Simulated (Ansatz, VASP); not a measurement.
**Ti in VASP and in Ansatz**

```
CELL_PARAMETERS angstrom
0.00000 2.02635 2.02635
2.08725 0.00000 2.02635
2.08725 2.02635 0.00000
ATOMIC_POSITIONS crystal
Ti 0.00000 0.00000 0.00000
```

Alike in both runs: task single point; functional PBE; k mesh 16 × 16 × 16; occupations gaussian, width 0.1 eV; no spin polarisation.

```csv
,VASP,Ansatz
version,VASP 6.6.1,Ansatz 0.2.0
potentials or method,"VASP PAW PBE potentials, release 64 (Ti_sv), cutoff 520 eV","scalar-relativistic, plane waves, PAW"
valence electrons in the cell,12,12
```

```csv
,VASP,Ansatz,Ansatz less VASP
gap on the k mesh at the Fermi level (eV),none,none,-
pressure (GPa),1.2,1.6,+0.33
"traceless stress, the component that is largest in VASP (GPa)",-0.79,-0.78,+0.004
```

A gap of «none» marks a metal or a gap that the smearing closes.
